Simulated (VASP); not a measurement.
# Na (Im-3m) in VASP: further runs

Na is run at these levels: BLYP; tasks: single point, relaxation of cell and atoms.

Program: VASP 6.6.1. These are calculated values, not measurements. Logs are shortened: lines on timing, memory, paths and dates and some standing lists are left out, and cuts for length are marked.

### Step 1. The cell of the first run

Symmetry: Im-3m, No. 229, cubic system. Conventional cell: a = 4.208 Å, b = 4.208 Å, c = 4.208 Å, α = 90.00°, β = 90.00°, γ = 90.00°. Na (site symmetry m-3m) has 14 Na at 3.64 to 4.21 Å within 4.8 Å.

### Step 2. Single point, BLYP

The input, INCAR:

```
SYSTEM = Na
PREC = Accurate ; ENCUT = 520
EDIFF = 1E-6 ; ISMEAR = -1
SIGMA = 0.1 ; LREAL = .FALSE.
LASPH = .TRUE. ; NELM = 100
ALGO = Normal ; ISIF = 2
LWAVE = .FALSE. ; LCHARG = .TRUE.
GGA = B5 ; ALDAX = 1.0
AGGAX = 1.0 ; AGGAC = 1.0
ALDAC = 0.0 ; LELF = .TRUE.
LVHAR = .TRUE. ; NBANDS = 10
```

The input, KPOINTS:

```
Automatic mesh
0
G
  17 17 17
  0 0 0
```

The input, POSCAR:

```
Na
1.0
   -2.1039229067      2.1039229067      2.1039229067
    2.1039229067     -2.1039229067      2.1039229067
    2.1039229067      2.1039229067     -2.1039229067
Na
1
Direct
    0.0000000000      0.0000000000      0.0000000000
```

Potentials or basis: VASP PAW PBE potentials, release 64 (Na_pv).

Started as:

```console
$ cat potpaw_PBE.64/Na_pv/POTCAR > POTCAR
$ mpirun -np 1 vasp_std > vasp.out
```

OUTCAR:

```text
SYSTEM = Na
   PREC = Accurate
   ENCUT = 520
   EDIFF = 1E-6
   ISMEAR = -1
   LREAL = .FALSE.
   LASPH = .TRUE.
   NELM = 100
   ISIF = 2
   GGA = B5

 ion  position               nearest neighbor table
   1  0.000  0.000  0.000-

  LATTYP: Found a body centered cubic cell.
 ALAT       =     4.2078458134

  Lattice vectors:

 A1 = (  -2.1039229067,   2.1039229067,   2.1039229067)
 A2 = (   2.1039229067,  -2.1039229067,   2.1039229067)
 A3 = (   2.1039229067,   2.1039229067,  -2.1039229067)

Analysis of symmetry for initial positions (statically):
=====================================================================
 Subroutine PRICEL returns:
 Original cell was already a primitive cell.

 Routine SETGRP: Setting up the symmetry group for a
 body centered cubic supercell.

 Subroutine GETGRP returns: Found 48 space group operations
 (whereof 48 operations were pure point group operations)
 out of a pool of 48 trial point group operations.

The static configuration has the point symmetry O_h .

Analysis of symmetry for dynamics (positions and initial velocities):
=====================================================================
 Subroutine PRICEL returns:
 Original cell was already a primitive cell.

 Routine SETGRP: Setting up the symmetry group for a
 body centered cubic supercell.

 Subroutine GETGRP returns: Found 48 space group operations
 (whereof 48 operations were pure point group operations)
 out of a pool of 48 trial point group operations.

The dynamic configuration has the point symmetry O_h .

 Subroutine INISYM returns: Found 48 space group operations
 (whereof 48 operations are pure point group operations),
 and found     1 'primitive' translations

----------------------------------------------------------------------------------------

                                     Primitive cell

  volume of cell :      37.2520

  direct lattice vectors                    reciprocal lattice vectors
    -2.103922907  2.103922907  2.103922907     0.000000000  0.237651293  0.237651293
     2.103922907 -2.103922907  2.103922907     0.237651293  0.000000000  0.237651293
     2.103922907  2.103922907 -2.103922907     0.237651293  0.237651293  0.000000000

  length of vectors
     3.644101370  3.644101370  3.644101370     0.336089682  0.336089682  0.336089682

  position of ions in fractional coordinates (direct lattice)
     0.000000000  0.000000000  0.000000000
[... 78 lines left out ...]
   EDIFFG = 0.1E-04   stopping-criterion for IOM
   NSW    =      0    number of steps for IOM
   IBRION =     -1    ionic relax: 0-MD 1-quasi-New 2-CG
   NFREE  =      0    steps in history (QN), initial steepest desc. (CG)
   ISIF   =      2    stress and relaxation
   ISYM   =      2    0-nonsym 1-usesym 2-fastsym
   POTIM  = 0.5000    time-step for ionic-motion
   TEBEG  =    0.0;   TEEND  =   0.0 temperature during run
   PSTRESS=    0.0 pullay stress
   NELECT =       7.0000    total number of electrons
   NUPDOWN=      -1.0000    fix difference up-down
   EMIN   =  10.00;   EMAX   =-10.00  energy-range for DOS
   EFERMI =   0.00;   METHOD = LEGACY
   ISMEAR =    -1;   SIGMA  =   0.10  broadening in eV -4-tet -1-fermi 0-gaus
   EFERMI_NEDOS =   21; number of points for ismear=-14 and -15
   IALGO  =     38    algorithm
   IMIX   =      4    mixing-type and parameters
     AMIX     =   0.40;   BMIX     =  1.00
     AMIX_MAG =   1.60;   BMIX_MAG =  1.00
  volume/ion in A,a.u.               =      37.25       251.39
  Fermi-wavevector in a.u.,A,eV,Ry     =   0.937687  1.771971 11.963005  0.879256
  Thomas-Fermi vector in A             =   2.064823
   LORBIT       =      0    0 simple, 1 ext, 2 COOP (PROOUT), +10 PAW based schemes
   GGA     = B5    functional components
   LHFCALC =     F    Hartree Fock is set to
   AEXX    =    0.0000 exact exchange contribution
   IVDW    =     0    specifies the selected vdW correction
   LEPSILON=     F    determine dielectric tensor
   LRPA    =     F    only Hartree local field effects (RPA)
 non-spin polarized calculation
  energy-cutoff  :      520.00
  volume of cell :       37.25
 maximum number of plane-waves:      1024
   NGX = 13   NGY = 13   NGZ = 13

 number of electron       7.0000007 magnetization

 Free energy of the ion-electron system (eV)
  ---------------------------------------------------
  ext. energy  EPLUGINS =         0.00000000
  ---------------------------------------------------
  free energy    TOTEN  =        -0.94158058 eV

  energy without entropy =       -0.92577765  energy(sigma->0) =       -0.93367911

 E-fermi :   0.7376     XC(G=0):  -6.1159

 val. band max:        0.7053468990   @ k =  -0.3529   0.4118   0.1765
 cond. band min:       0.8174778701   @ k =   0.4118   0.0588   0.0000
 fundamental gap:      0.1121309711
 Fermi energy:         0.7375738962

 k-point     1 :       0.0000    0.0000    0.0000
  band No.  band energies     occupation
      1     -24.5672      2.00000
      2     -24.5672      2.00000
      3     -24.5672      2.00000
      4      -2.5473      2.00000
      5      12.3647      0.00000
      6      12.3647      0.00000
      7      12.3647      0.00000
      8      13.4721      0.00000
      9      13.4721      0.00000
     10      13.9826      0.00000
[... 287 lines left out ...]
 k-point    24 :       0.1765    0.1765    0.0000
  band No.  band energies     occupation
      1     -24.5890      2.00000
      2     -24.5745      2.00000
      3     -24.5694      2.00000
      4      -0.9267      2.00000
      5       6.4674      0.00000
      6       7.0748      0.00000
      7       9.7028      0.00000
      8      12.0954      0.00000
      9      12.8456      0.00000
     10      15.2224      0.00000

 [... further k-points ...]

------------------------ aborting loop because EDIFF is reached ----------------------------------------

  FORCE on cell =-STRESS in cart. coord.  units (eV):
  Direction    XX          YY          ZZ          XY          YZ          ZX
  --------------------------------------------------------------------------------------
  -------------------------------------------------------------------------------------
  Total        0.0001799      0.0001799      0.0001799     -0.0000000      0.0000000     -0.0000000
  in kB        0.0077386      0.0077386      0.0077386     -0.0000000      0.0000000     -0.0000000
  external PRESSURE =       0.0077386 kB  Pullay stress =       0.0000000 kB

 VOLUME and BASIS-vectors are now :
 -----------------------------------------------------------------------------
  energy-cutoff  :      520.00
  volume of cell :       37.25
      direct lattice vectors                 reciprocal lattice vectors
    -2.103922907  2.103922907  2.103922907     0.000000000  0.237651293  0.237651293
     2.103922907 -2.103922907  2.103922907     0.237651293  0.000000000  0.237651293
     2.103922907  2.103922907 -2.103922907     0.237651293  0.237651293  0.000000000

 POSITION                                       TOTAL-FORCE (eV/Angst)
 -----------------------------------------------------------------------------------
      0.00000      0.00000      0.00000         0.000000      0.000000      0.000000
 -----------------------------------------------------------------------------------
    total drift:                               -0.000000     -0.000000     -0.000000

  FREE ENERGIE OF THE ION-ELECTRON SYSTEM (eV)
  ---------------------------------------------------
  free  energy   TOTEN  =        -0.9415805759 eV

  energy  without entropy=       -0.9257776521  energy(sigma->0) =       -0.93367911
```

Run time: 23 s. Hardware: 1 thread of Intel Xeon Platinum 8488C (Sapphire Rapids), shared host; peak memory 0.18 GiB.

What came out:

```
Free energy            : -0.9416 eV
Pressure               : 0.0 GPa
Band gap on the k mesh : zero (an odd number of electrons rules out a gap without spin polarisation)
```

Levels at points of the mesh, in eV from the Fermi level:
```
           k point  band 1  band 2  band 3  band 4  band 5  band 6  band 7  band 8
(0.00, 0.00, 0.00)  -25.30  -25.30  -25.30   -3.28   11.63   11.63   11.63   12.73
```

Caveat: the PAW data sets were made with another functional, which shifts forces and pressure a little.

### Step 3. Single point, BLYP (37.25 Å³/atom)

The input, INCAR:

```
PREC = Accurate
ENCUT = 520
EDIFF = 1E-7
ISMEAR = -1
SIGMA = 0.1
LREAL = F
LASPH = T
NELM = 80
ALGO = Normal
ISIF = 2
LWAVE = F
LCHARG = F
GGA = B5
ALDAX = 1.0
AGGAX = 1.0
AGGAC = 1.0
ALDAC = 0.0
NBANDS = 10
```

The input, KPOINTS:

```
regular mesh
0
Gamma
  17 17 17
```

POSCAR is that of step 2.

Potentials or basis: VASP PAW PBE potentials, release 64 (Na_pv).

Started as:

```console
$ cat potpaw_PBE.64/Na_pv/POTCAR > POTCAR
$ mpirun -np 1 vasp_std > vasp.out
```

OUTCAR:

```text
PREC = Accurate
   ENCUT = 520
   EDIFF = 1E-7
   ISMEAR = -1
   LREAL = F
   LASPH = T
   NELM = 80
   ISIF = 2
   GGA = B5

 ion  position               nearest neighbor table
   1  0.000  0.000  0.000-

  LATTYP: Found a body centered cubic cell.
 ALAT       =     4.2078458134

  Lattice vectors:

 A1 = (  -2.1039229067,   2.1039229067,   2.1039229067)
 A2 = (   2.1039229067,  -2.1039229067,   2.1039229067)
 A3 = (   2.1039229067,   2.1039229067,  -2.1039229067)

Analysis of symmetry for initial positions (statically):
=====================================================================
 Subroutine PRICEL returns:
 Original cell was already a primitive cell.

 Routine SETGRP: Setting up the symmetry group for a
 body centered cubic supercell.

 Subroutine GETGRP returns: Found 48 space group operations
 (whereof 48 operations were pure point group operations)
 out of a pool of 48 trial point group operations.

The static configuration has the point symmetry O_h .

Analysis of symmetry for dynamics (positions and initial velocities):
=====================================================================
 Subroutine PRICEL returns:
 Original cell was already a primitive cell.

 Routine SETGRP: Setting up the symmetry group for a
 body centered cubic supercell.

 Subroutine GETGRP returns: Found 48 space group operations
 (whereof 48 operations were pure point group operations)
 out of a pool of 48 trial point group operations.

The dynamic configuration has the point symmetry O_h .

 Subroutine INISYM returns: Found 48 space group operations
 (whereof 48 operations are pure point group operations),
 and found     1 'primitive' translations

----------------------------------------------------------------------------------------

                                     Primitive cell

  volume of cell :      37.2520

  direct lattice vectors                    reciprocal lattice vectors
    -2.103922907  2.103922907  2.103922907     0.000000000  0.237651293  0.237651293
     2.103922907 -2.103922907  2.103922907     0.237651293  0.000000000  0.237651293
     2.103922907  2.103922907 -2.103922907     0.237651293  0.237651293  0.000000000

  length of vectors
     3.644101370  3.644101370  3.644101370     0.336089682  0.336089682  0.336089682

  position of ions in fractional coordinates (direct lattice)
     0.000000000  0.000000000  0.000000000

  ion indices of the primitive-cell ions
   primitive index   ion index
                 1           1

----------------------------------------------------------------------------------------

 KPOINTS: regular mesh

Automatic generation of k-mesh.
 Grid dimensions read from file:
 generate k-points for:   17   17   17

 Generating k-lattice:

  Cartesian coordinates                     Fractional coordinates (reciprocal lattice)
     0.000000000  0.013979488  0.013979488     0.058823529  0.000000000  0.000000000
     0.013979488  0.000000000  0.013979488     0.000000000  0.058823529  0.000000000
     0.013979488  0.013979488  0.000000000     0.000000000  0.000000000  0.058823529

  Length of vectors
     0.019769981  0.019769981  0.019769981

  Shift w.r.t. Gamma in fractional coordinates (k-lattice)
     0.000000000  0.000000000  0.000000000

 Subroutine IBZKPT returns following result:
 ===========================================

 Found    165 irreducible k-points:

 Following reciprocal coordinates:
            Coordinates               Weight
  0.000000  0.000000  0.000000      1.000000
  0.058824  0.000000  0.000000     12.000000
  0.117647  0.000000  0.000000     12.000000
  0.176471  0.000000  0.000000     12.000000
  0.235294  0.000000  0.000000     12.000000
  0.294118  0.000000  0.000000     12.000000
[... 16 lines left out ...]
  0.411765  0.117647  0.000000     48.000000
  0.176471  0.176471  0.000000     24.000000
 [... further k-points ...]
   k-points           NKPTS =    165   k-points in BZ     NKDIM =    165   number of bands    NBANDS=     10
   number of dos      NEDOS =    301   number of ions     NIONS =      1
   total plane-waves  NPLWV =  21952
   dimension x,y,z NGX =    28 NGY =   28 NGZ =   28
   dimension x,y,z NGXF=    56 NGYF=   56 NGZF=   56
   ions per type =               1
   NGX,Y,Z   is equivalent  to a cutoff of  12.77, 12.77, 12.77 a.u.
   NGXF,Y,Z  is equivalent  to a cutoff of  25.55, 25.55, 25.55 a.u.
 SYSTEM =  unknown system
   PREC   = accura    normal or accurate (medium, high low for compatibility)
   ISTART =      0    job   : 0-new  1-cont  2-samecut
   ICHARG =      2    charge: 1-file 2-atom 10-const
   ISPIN  =      1    spin polarized calculation?
   LNONCOLLINEAR =      F non collinear calculations
   LSORBIT =      F    spin-orbit coupling
   LASPH  =      T    aspherical Exc in radial PAW
   ENCUT  =  520.0 eV  38.22 Ry    6.18 a.u.   6.78  6.78  6.78*2*pi/ulx,y,z
   NELM   =     80;   NELMIN=  2; NELMDL= -5     # of ELM steps
   EDIFF  = 0.1E-06   stopping-criterion for ELM
   LREAL  =      F    real-space projection
   EDIFFG = 0.1E-05   stopping-criterion for IOM
   NSW    =      0    number of steps for IOM
   IBRION =     -1    ionic relax: 0-MD 1-quasi-New 2-CG
   NFREE  =      0    steps in history (QN), initial steepest desc. (CG)
   ISIF   =      2    stress and relaxation
   ISYM   =      2    0-nonsym 1-usesym 2-fastsym
   POTIM  = 0.5000    time-step for ionic-motion
   TEBEG  =    0.0;   TEEND  =   0.0 temperature during run
   PSTRESS=    0.0 pullay stress
   NELECT =       7.0000    total number of electrons
   NUPDOWN=      -1.0000    fix difference up-down
   EMIN   =  10.00;   EMAX   =-10.00  energy-range for DOS
   EFERMI =   0.00;   METHOD = LEGACY
   ISMEAR =    -1;   SIGMA  =   0.10  broadening in eV -4-tet -1-fermi 0-gaus
   EFERMI_NEDOS =   21; number of points for ismear=-14 and -15
   IALGO  =     38    algorithm
   IMIX   =      4    mixing-type and parameters
     AMIX     =   0.40;   BMIX     =  1.00
     AMIX_MAG =   1.60;   BMIX_MAG =  1.00
  volume/ion in A,a.u.               =      37.25       251.39
  Fermi-wavevector in a.u.,A,eV,Ry     =   0.937687  1.771971 11.963005  0.879256
  Thomas-Fermi vector in A             =   2.064823
   LORBIT       =      0    0 simple, 1 ext, 2 COOP (PROOUT), +10 PAW based schemes
   GGA     = B5    functional components
   LHFCALC =     F    Hartree Fock is set to
   AEXX    =    0.0000 exact exchange contribution
   IVDW    =     0    specifies the selected vdW correction
   LEPSILON=     F    determine dielectric tensor
   LRPA    =     F    only Hartree local field effects (RPA)
 non-spin polarized calculation
  energy-cutoff  :      520.00
  volume of cell :       37.25
 maximum number of plane-waves:      1024
   NGX = 13   NGY = 13   NGZ = 13

 number of electron       7.0000007 magnetization

 Free energy of the ion-electron system (eV)
  ---------------------------------------------------
  ext. energy  EPLUGINS =         0.00000000
  ---------------------------------------------------
  free energy    TOTEN  =        -0.94158071 eV

  energy without entropy =       -0.92577772  energy(sigma->0) =       -0.93367922

 E-fermi :   0.7376     XC(G=0):  -6.1158

 val. band max:        0.7053942058   @ k =  -0.3529   0.4118   0.1765
 cond. band min:       0.8175245345   @ k =   0.4118   0.0588   0.0000
 fundamental gap:      0.1121303287
 Fermi energy:         0.7376214945

 k-point     1 :       0.0000    0.0000    0.0000
  band No.  band energies     occupation
      1     -24.5672      2.00000
      2     -24.5672      2.00000
      3     -24.5672      2.00000
      4      -2.5473      2.00000
      5      12.3654      0.00000
      6      12.3654      0.00000
      7      12.3654      0.00000
      8      13.4716      0.00000
      9      13.4716      0.00000
     10      13.9827      0.00000
[... 287 lines left out ...]
 k-point    24 :       0.1765    0.1765    0.0000
  band No.  band energies     occupation
      1     -24.5890      2.00000
      2     -24.5745      2.00000
      3     -24.5694      2.00000
      4      -0.9266      2.00000
      5       6.4674      0.00000
      6       7.0749      0.00000
      7       9.7030      0.00000
      8      12.0955      0.00000
      9      12.8456      0.00000
     10      15.2205      0.00000

 [... further k-points ...]

------------------------ aborting loop because EDIFF is reached ----------------------------------------

  FORCE on cell =-STRESS in cart. coord.  units (eV):
  Direction    XX          YY          ZZ          XY          YZ          ZX
  --------------------------------------------------------------------------------------
  -------------------------------------------------------------------------------------
  Total       -0.0007002     -0.0007002     -0.0007002      0.0000000     -0.0000000      0.0000000
  in kB       -0.0301130     -0.0301130     -0.0301130      0.0000000     -0.0000000      0.0000000
  external PRESSURE =      -0.0301130 kB  Pullay stress =       0.0000000 kB

 VOLUME and BASIS-vectors are now :
 -----------------------------------------------------------------------------
  energy-cutoff  :      520.00
  volume of cell :       37.25
      direct lattice vectors                 reciprocal lattice vectors
    -2.103922907  2.103922907  2.103922907     0.000000000  0.237651293  0.237651293
     2.103922907 -2.103922907  2.103922907     0.237651293  0.000000000  0.237651293
     2.103922907  2.103922907 -2.103922907     0.237651293  0.237651293  0.000000000

 POSITION                                       TOTAL-FORCE (eV/Angst)
 -----------------------------------------------------------------------------------
      0.00000      0.00000      0.00000        -0.000000     -0.000000      0.000000
 -----------------------------------------------------------------------------------
    total drift:                               -0.000000     -0.000000     -0.000000

  FREE ENERGIE OF THE ION-ELECTRON SYSTEM (eV)
  ---------------------------------------------------
  free  energy   TOTEN  =        -0.9415807142 eV

  energy  without entropy=       -0.9257777231  energy(sigma->0) =       -0.93367922
```

OSZICAR:

```text
N       E                     dE             d eps       ncg     rms          rms(c)
DAV:   1     0.286474726198E+02    0.28647E+02   -0.37831E+03  3310   0.577E+02
DAV:   2    -0.296479731330E+00   -0.28944E+02   -0.28786E+02  3386   0.148E+02
DAV:   3    -0.935984388928E+00   -0.63950E+00   -0.63908E+00  3974   0.238E+01
DAV:   4    -0.941398035818E+00   -0.54136E-02   -0.54133E-02  4002   0.221E+00
DAV:   5    -0.941468409377E+00   -0.70374E-04   -0.70373E-04  3844   0.239E-01    0.157E-01
DAV:   6    -0.941135204987E+00    0.33320E-03   -0.10440E-03  3794   0.408E-01    0.992E-02
DAV:   7    -0.941449936095E+00   -0.31473E-03   -0.20505E-03  3578   0.405E-01    0.280E-02
DAV:   8    -0.941563338441E+00   -0.11340E-03   -0.27483E-04  3912   0.181E-01    0.579E-03
DAV:   9    -0.941579589033E+00   -0.16251E-04   -0.38933E-05  3702   0.354E-02    0.122E-03
DAV:  10    -0.941580575873E+00   -0.98684E-06   -0.31270E-06  3976   0.737E-03    0.467E-04
DAV:  11    -0.941580699232E+00   -0.12336E-06   -0.36273E-07  3656   0.225E-03    0.652E-05
DAV:  12    -0.941580714213E+00   -0.14982E-07   -0.63919E-09  2072   0.608E-04
   1 F= -.94158071E+00 E0= -.93367922E+00  d E =-.158030E-01
```

It took 27 s on 1 thread of Intel Xeon Platinum 8488C (Sapphire Rapids), shared host; peak memory 0.18 GiB.

What came out:

* Free energy: -0.9416 eV
* Pressure: 0.0 GPa
* Band gap on the k mesh: zero (an odd number of electrons rules out a gap without spin polarisation)

Levels at points of the mesh, in eV from the Fermi level:
```
           k point  band 2  band 3  band 4  band 5  band 6  band 7
(0.00, 0.00, 0.00)  -25.30  -25.30   -3.28   11.63   11.63   11.63
```

Caveat: the PAW data sets were made with another functional, which shifts forces and pressure a little.

(Continued in part 2 of 2.)
